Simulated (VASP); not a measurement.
# Ca4AlTl (F-43m) in VASP: a series of runs

Runs on Ca4AlTl. Level: PBE. Tasks: single point, relaxation of cell and atoms.

All numbers are computed with VASP 6.6.1; they aren't measurements. Logs are shortened: lines on timing, memory, paths and dates and some standing lists are left out, and cuts for length are marked.

### 1 The cell of the first run

The structure is cubic, space group F-43m (No. 216). Conventional cell: a = 8.370 Å, b = 8.370 Å, c = 8.370 Å, α = 90.00°, β = 90.00°, γ = 90.00°. Within 3.9 Å of Ca (site symmetry 3m) lie 6 Ca at 2.94 to 2.98 Å and 3 Tl at 3.47 Å and 3 Al at 3.47 Å. Within 4.6 Å of Al (site symmetry -43m) lie 12 Ca at 3.47 Å and 4 Tl at 3.62 Å. Tl (site symmetry -43m) has 12 Ca at 3.47 Å and 4 Al at 3.62 Å within 4.6 Å.

### 2 Single point, PBE

Contents of INCAR:

```
PREC = Accurate
ENCUT = 520
EDIFF = 1E-7
ISMEAR = 0
SIGMA = 0.1
LREAL = F
LASPH = T
NELM = 100
ALGO = Normal
ISIF = 2
LWAVE = F
LCHARG = F
GGA = PE
NBANDS = 37
```

Contents of KPOINTS:

```
Automatic mesh
0
Gamma
  4 4 4
```

Contents of POSCAR:

```
Ca4AlTl
1.0
    0.0000000000      4.1848012867      4.1848012867
    4.1848012867      0.0000000000      4.1848012867
    4.1848012867      4.1848012867      0.0000000000
Ca Al Tl
4 1 1
Direct
    0.6257700000      0.1226900000      0.6257700000
    0.6257700000      0.6257700000      0.1226900000
    0.6257700000      0.6257700000      0.6257700000
    0.1226900000      0.6257700000      0.6257700000
    0.2500000000      0.2500000000      0.2500000000
    0.0000000000      0.0000000000      0.0000000000
```

Potentials or basis: VASP PAW PBE potentials, release 64 (Ca_sv, Al, Tl_d).

Launch:

```console
> cat potpaw_PBE.64/Ca_sv/POTCAR potpaw_PBE.64/Al/POTCAR potpaw_PBE.64/Tl_d/POTCAR > POTCAR
> mpirun -np 1 vasp_std > vasp.out
```

OUTCAR:

```text
PREC = Accurate
   ENCUT = 520
   EDIFF = 1E-7
   ISMEAR = 0
   LREAL = F
   LASPH = T
   NELM = 100
   ISIF = 2
   GGA = PE

 ion  position               nearest neighbor table
   1  0.626  0.123  0.626-   2 2.94   3 2.94   4 2.94   2 2.98   3 2.98   4 2.98   6 3.47   6 3.47
                             6 3.47
   2  0.626  0.626  0.123-   1 2.94   3 2.94   4 2.94   3 2.98   1 2.98   4 2.98   6 3.47   6 3.47
                             6 3.47
   3  0.626  0.626  0.626-   1 2.94   2 2.94   4 2.94   2 2.98   1 2.98   4 2.98   6 3.47   6 3.47
                             6 3.47
   4  0.123  0.626  0.626-   1 2.94   2 2.94   3 2.94   3 2.98   2 2.98   1 2.98   6 3.47   6 3.47
                             6 3.47
   5  0.250  0.250  0.250-   6 3.62   6 3.62   6 3.62   6 3.62
   6  0.000  0.000  0.000-   1 3.47   2 3.47   4 3.47   3 3.47   3 3.47   3 3.47   1 3.47   1 3.47
                             4 3.47   2 3.47   2 3.47   4 3.47   5 3.62   5 3.62   5 3.62   5 3.62

  LATTYP: Found a face centered cubic cell.
 ALAT       =     8.3696025734

  Lattice vectors:

 A1 = (   0.0000000000,   4.1848012867,   4.1848012867)
 A2 = (   4.1848012867,   0.0000000000,   4.1848012867)
 A3 = (   4.1848012867,   4.1848012867,   0.0000000000)

Analysis of symmetry for initial positions (statically):
=====================================================================
 Subroutine PRICEL returns:
 Original cell was already a primitive cell.

 Routine SETGRP: Setting up the symmetry group for a
 face centered cubic supercell.

 Subroutine GETGRP returns: Found 24 space group operations
 (whereof 24 operations were pure point group operations)
 out of a pool of 48 trial point group operations.

The static configuration has the point symmetry T_d .

Analysis of symmetry for dynamics (positions and initial velocities):
=====================================================================
 Subroutine PRICEL returns:
 Original cell was already a primitive cell.

 Routine SETGRP: Setting up the symmetry group for a
 face centered cubic supercell.

 Subroutine GETGRP returns: Found 24 space group operations
 (whereof 24 operations were pure point group operations)
 out of a pool of 48 trial point group operations.

The dynamic configuration has the point symmetry T_d .

 Subroutine INISYM returns: Found 24 space group operations
 (whereof 24 operations are pure point group operations),
 and found     1 'primitive' translations

----------------------------------------------------------------------------------------

                                     Primitive cell

  volume of cell :     146.5732

  direct lattice vectors                    reciprocal lattice vectors
     0.000000000  4.184801287  4.184801287    -0.119479986  0.119479986  0.119479986
     4.184801287  0.000000000  4.184801287     0.119479986 -0.119479986  0.119479986
     4.184801287  4.184801287  0.000000000     0.119479986  0.119479986 -0.119479986

  length of vectors
     5.918202735  5.918202735  5.918202735     0.206945407  0.206945407  0.206945407

  position of ions in fractional coordinates (direct lattice)
     0.625770000  0.122690000  0.625770000
     0.625770000  0.625770000  0.122690000
     0.625770000  0.625770000  0.625770000
     0.122690000  0.625770000  0.625770000
     0.250000000  0.250000000  0.250000000
     0.000000000  0.000000000  0.000000000

  ion indices of the primitive-cell ions
   primitive index   ion index
                 1           1
                 2           2
                 3           3
                 4           4
                 5           5
                 6           6

----------------------------------------------------------------------------------------

 KPOINTS: Automatic mesh

Automatic generation of k-mesh.
 Grid dimensions read from file:
 generate k-points for:    4    4    4

 Generating k-lattice:

  Cartesian coordinates                     Fractional coordinates (reciprocal lattice)
    -0.029869997  0.029869997  0.029869997     0.250000000  0.000000000  0.000000000
     0.029869997 -0.029869997  0.029869997     0.000000000  0.250000000  0.000000000
     0.029869997  0.029869997 -0.029869997     0.000000000  0.000000000  0.250000000

  Length of vectors
     0.051736352  0.051736352  0.051736352

  Shift w.r.t. Gamma in fractional coordinates (k-lattice)
     0.000000000  0.000000000  0.000000000

 Subroutine IBZKPT returns following result:
 ===========================================

 Found      8 irreducible k-points:

 Following reciprocal coordinates:
            Coordinates               Weight
  0.000000  0.000000  0.000000      1.000000
  0.250000  0.000000  0.000000      8.000000
  0.500000  0.000000  0.000000      4.000000
  0.250000  0.250000  0.000000      6.000000
  0.500000  0.250000  0.000000     24.000000
 -0.250000  0.250000  0.000000     12.000000
  0.500000  0.500000  0.000000      3.000000
 -0.250000  0.500000  0.250000      6.000000
   k-points           NKPTS =      8   k-points in BZ     NKDIM =      8   number of bands    NBANDS=     37
   number of dos      NEDOS =    301   number of ions     NIONS =      6
   total plane-waves  NPLWV = 110592
   dimension x,y,z NGX =    48 NGY =   48 NGZ =   48
   dimension x,y,z NGXF=    96 NGYF=   96 NGZF=   96
   ions per type =               4   1   1
   NGX,Y,Z   is equivalent  to a cutoff of  13.48, 13.48, 13.48 a.u.
   NGXF,Y,Z  is equivalent  to a cutoff of  26.97, 26.97, 26.97 a.u.
 SYSTEM =  unknown system
   PREC   = accura    normal or accurate (medium, high low for compatibility)
   ISTART =      0    job   : 0-new  1-cont  2-samecut
   ICHARG =      2    charge: 1-file 2-atom 10-const
   ISPIN  =      1    spin polarized calculation?
   LNONCOLLINEAR =      F non collinear calculations
   LSORBIT =      F    spin-orbit coupling
   LASPH  =      T    aspherical Exc in radial PAW
   ENCUT  =  520.0 eV  38.22 Ry    6.18 a.u.  11.00 11.00 11.00*2*pi/ulx,y,z
   NELM   =    100;   NELMIN=  2; NELMDL= -5     # of ELM steps
   EDIFF  = 0.1E-06   stopping-criterion for ELM
   LREAL  =      F    real-space projection
   EDIFFG = 0.1E-05   stopping-criterion for IOM
   NSW    =      0    number of steps for IOM
   IBRION =     -1    ionic relax: 0-MD 1-quasi-New 2-CG
   NFREE  =      0    steps in history (QN), initial steepest desc. (CG)
   ISIF   =      2    stress and relaxation
   ISYM   =      2    0-nonsym 1-usesym 2-fastsym
   POTIM  = 0.5000    time-step for ionic-motion
   TEBEG  =    0.0;   TEEND  =   0.0 temperature during run
   PSTRESS=    0.0 pullay stress
   NELECT =      56.0000    total number of electrons
   NUPDOWN=      -1.0000    fix difference up-down
   EMIN   =  10.00;   EMAX   =-10.00  energy-range for DOS
   EFERMI =   0.00;   METHOD = LEGACY
   ISMEAR =     0;   SIGMA  =   0.10  broadening in eV -4-tet -1-fermi 0-gaus
   EFERMI_NEDOS =   21; number of points for ismear=-14 and -15
   IALGO  =     38    algorithm
   IMIX   =      4    mixing-type and parameters
     AMIX     =   0.40;   BMIX     =  1.00
     AMIX_MAG =   1.60;   BMIX_MAG =  1.00
  volume/ion in A,a.u.               =      24.43       164.85
  Fermi-wavevector in a.u.,A,eV,Ry     =   1.187917  2.244837 19.199809  1.411146
  Thomas-Fermi vector in A             =   2.324058
   LORBIT       =      0    0 simple, 1 ext, 2 COOP (PROOUT), +10 PAW based schemes
   GGA     = PE    functional components
   LHFCALC =     F    Hartree Fock is set to
   AEXX    =    0.0000 exact exchange contribution
   IVDW    =     0    specifies the selected vdW correction
   LEPSILON=     F    determine dielectric tensor
   LRPA    =     F    only Hartree local field effects (RPA)
 non-spin polarized calculation
 Gauss-broadening in eV      SIGMA  =   0.10
  energy-cutoff  :      520.00
  volume of cell :      146.57
 maximum number of plane-waves:      3984
 NGX is ok and might be reduce to    48
   NGX = 21   NGY = 21   NGZ = 21

 number of electron      56.0000002 magnetization

 Free energy of the ion-electron system (eV)
  ---------------------------------------------------
  ext. energy  EPLUGINS =         0.00000000
  ---------------------------------------------------
  free energy    TOTEN  =        -9.98363941 eV

  energy without entropy =       -9.93247836  energy(sigma->0) =       -9.95805889

 E-fermi :   5.1408     XC(G=0):  -9.6986

 val. band max:        5.1185778338   @ k =   0.0000   0.0000   0.0000
 cond. band min:       5.1649248141   @ k =   0.5000   0.2500   0.0000
 fundamental gap:      0.0463469803
 Fermi energy:         5.1408348439

 k-point     1 :       0.0000    0.0000    0.0000
  band No.  band energies     occupation
      1     -36.0669      2.00000
      2     -35.8010      2.00000
      3     -35.8010      2.00000
      4     -35.8010      2.00000
      5     -18.0994      2.00000
      6     -17.3806      2.00000
[... 29 lines left out ...]
     36       8.9413      0.00000
     37       9.1447      0.00000

 k-point     2 :       0.2500    0.0000    0.0000
  band No.  band energies     occupation
      1     -36.0399      2.00000
      2     -35.8296      2.00000
      3     -35.8011      2.00000
      4     -35.8011      2.00000
      5     -17.9746      2.00000
      6     -17.3409      2.00000
[... 29 lines left out ...]
     36       8.0851      0.00000
     37       8.1312      0.00000

 k-point     3 :       0.5000    0.0000    0.0000
  band No.  band energies     occupation
      1     -36.0023      2.00000
      2     -35.8689      2.00000
      3     -35.8012      2.00000
      4     -35.8012      2.00000
      5     -17.8310      2.00000
      6     -17.2809      2.00000
[... 29 lines left out ...]
     36       7.5688      0.00000
     37       7.5688      0.00000
[... 121 lines left out ...]
 k-point     7 :       0.5000    0.5000    0.0000
  band No.  band energies     occupation
      1     -35.9453      2.00000
      2     -35.9266      2.00000
      3     -35.8014      2.00000
      4     -35.8014      2.00000
      5     -17.5641      2.00000
      6     -17.5224      2.00000
[... 29 lines left out ...]
     36       7.6397      0.00000
     37       7.9109      0.00000

 k-point     8 :      -0.2500    0.5000    0.2500
  band No.  band energies     occupation
      1     -35.9453      2.00000
      2     -35.9266      2.00000
      3     -35.8014      2.00000
      4     -35.8014      2.00000
      5     -17.5435      2.00000
      6     -17.4945      2.00000
[... 29 lines left out ...]
     36       7.8412      0.00000
     37       8.1959      0.00000

------------------------ aborting loop because EDIFF is reached ----------------------------------------

  FORCE on cell =-STRESS in cart. coord.  units (eV):
  Direction    XX          YY          ZZ          XY          YZ          ZX
  --------------------------------------------------------------------------------------
  -------------------------------------------------------------------------------------
  Total        9.2578366      9.2578366      9.2578366     -0.0000000     -0.0000000     -0.0000000
  in kB      101.1965197    101.1965197    101.1965197     -0.0000000     -0.0000000     -0.0000000
  external PRESSURE =     101.1965197 kB  Pullay stress =       0.0000000 kB

 VOLUME and BASIS-vectors are now :
 -----------------------------------------------------------------------------
  energy-cutoff  :      520.00
  volume of cell :      146.57
      direct lattice vectors                 reciprocal lattice vectors
     0.000000000  4.184801287  4.184801287    -0.119479986  0.119479986  0.119479986
     4.184801287  0.000000000  4.184801287     0.119479986 -0.119479986  0.119479986
     4.184801287  4.184801287  0.000000000     0.119479986  0.119479986 -0.119479986

 POSITION                                       TOTAL-FORCE (eV/Angst)
 -----------------------------------------------------------------------------------
      3.13216      5.23745      3.13216         0.197496     -0.197496      0.197496
      3.13216      3.13216      5.23745         0.197496      0.197496     -0.197496
      5.23745      5.23745      5.23745        -0.197496     -0.197496     -0.197496
      5.23745      3.13216      3.13216        -0.197496      0.197496      0.197496
      2.09240      2.09240      2.09240        -0.000000     -0.000000      0.000000
      0.00000      0.00000      0.00000        -0.000000     -0.000000     -0.000000
 -----------------------------------------------------------------------------------
    total drift:                               -0.000000     -0.000000     -0.000000

  FREE ENERGIE OF THE ION-ELECTRON SYSTEM (eV)
  ---------------------------------------------------
  free  energy   TOTEN  =        -9.9836394079 eV

  energy  without entropy=       -9.9324783637  energy(sigma->0) =       -9.95805889
```

Run time: 60 s. Hardware: 1 thread of Intel Xeon Platinum 8124M at 3.00GHz (Skylake/Cascade Lake), shared host; peak memory 0.33 GiB.

What came out:

| Property | Result |
| --- | --- |
| Free energy | -9.9836 eV |
| Pressure | 10.1 GPa |
| Largest force | 0.342 eV/Å |
| Band gap on the k mesh | zero (bands 28 and 29 overlap by 0.64 eV) |

Forces on the atoms (eV/Å):
```
Ca   0.197 -0.197  0.197
Ca   0.197  0.197 -0.197
Ca  -0.197 -0.197 -0.197
Ca  -0.197  0.197  0.197
Al   0.000  0.000  0.000
Tl   0.000  0.000  0.000
```

Caveat: the cell stands under pressure; spin-orbit coupling is left out, which moves the levels of the heavy elements.

(Continued in part 2 of 2.)

The gap in the log of VASP goes by the Fermi energy; the results here count the filled bands.